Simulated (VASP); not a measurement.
Write the native input for VASP 6.6.1 that does the following.

```yaml
Task: single point
Functional: PBEsol
Potentials_or_basis: VASP PAW PBE potentials, release 64 (C, O, H)
Cutoff: 520 eV
k_mesh: 1 × 1 × 1
Occupations: fermi-dirac, width 0.05 eV
Spin: no spin polarisation
Dipole_correction: no
Further_INCAR_settings: LREAL = Auto; ALGO = Normal; EDIFF = 1e-06; NBANDS = 64
```

The structure of H6C2O lies in POSCAR:

```
H6C2O
1.0
    7.2936330000      0.0000000000      0.0000000000
    0.0000000000      7.2936330000      0.0000000000
    0.0000000000      0.0000000000      7.2936330000
C O H
8 4 24
Direct
    0.5988156909      0.5711993907      0.8234496530
    0.4830454966      0.6890210327      0.9478832091
    0.0686863687      0.2513380136      0.7308831002
    0.1063036139      0.1330547692      0.8969144319
    0.1789184101      0.7413386551      0.4871902315
    0.0753903963      0.7225763082      0.3085001614
    0.5910017954      0.1062226744      0.3406148094
    0.4737838731      0.2751581023      0.3671494477
    0.5569107756      0.6767531830      1.1294891287
    0.2963686730      0.1265560050      0.9374724648
    0.0495599803      0.5308681644      0.2712582220
    0.2967397308      0.2410214638      0.2889408507
    0.4937857582      0.7671173941      1.2055586425
    0.4809766118      0.8337467040      0.9018456835
    0.3392070551      0.6388406129      0.9469966229
    0.5535815240      0.5851899495      0.6799732113
    0.7439067569      0.6138919958      0.8304856461
    0.5877990980      0.4251163565      0.8614059231
    0.3090014712      0.1686393328      1.0670594578
    0.0298314544      0.1864126883      1.0171146329
    0.0543925502     -0.0079888459      0.8721871397
   -0.0786242352      0.2516418389      0.6967046580
    0.1114955218      0.3939736339      0.7565492401
    0.1444881979      0.2011895295      0.6098390704
   -0.0562379516      0.5184001695      0.1903469695
   -0.0596763415      0.7913087688      0.3169782124
    0.1519804904      0.7881692983      0.1944526922
    0.2143555216      0.8859618782      0.5133643515
    0.0962949393      0.6896082567      0.6026536315
    0.3073409976      0.6609533865      0.4830844853
    0.2208709620      0.3538876464      0.2913863973
    0.4589880124      0.3045225730      0.5157117935
    0.5375395567      0.3957623563      0.2996656827
    0.7305496169      0.1298063120      0.3941320372
    0.5328879283     -0.0120172089      0.4159037488
    0.6027591986      0.0704533106      0.1940625596
```

One way to write it, as run:

INCAR

```
SYSTEM = H6C2O
ALGO     = Normal         ! electronic algorithm
EDIFF    = 1E-6           ! SCF threshold, eV
ENCUT    = 520            ! plane-wave cutoff, eV
GGA      = PS             ! functional
ISIF     = 2              ! what is computed and relaxed
ISMEAR   = -1             ! smearing method
LASPH    = .TRUE.         ! aspherical terms in the spheres
LCHARG   = .FALSE.        ! write CHGCAR
LREAL    = Auto         
LWAVE    = .FALSE.        ! write WAVECAR
NBANDS   = 64             ! bands
NELM     = 80             ! most SCF steps
PREC     = Accurate       ! precision mode
SIGMA    = 0.05           ! smearing width, eV
```

KPOINTS

```
k-points
0
G
  1 1 1
  0 0 0
```

Potentials or basis: VASP PAW PBE potentials, release 64 (C, O, H).

The run is started by

```console
$ cat potpaw_PBE.64/C/POTCAR potpaw_PBE.64/O/POTCAR potpaw_PBE.64/H/POTCAR > POTCAR
$ mpirun -np 1 vasp_gam > vasp.out
```

Results of the run:

```yaml
Pressure: -0.4 GPa
Largest_force: 0.212 eV/Å
Band_gap_on_the_k_mesh: 4.53 eV
```

Caveat: the k points lie up to 0.86 Å⁻¹ apart; the PAW data sets were made with another functional, which shifts forces and pressure a little.

Wall time 46 s on 1 thread of Intel(R) Xeon(R) Platinum 8488C (Sapphire Rapids), with other jobs on the host, peak memory 0.35 GiB.
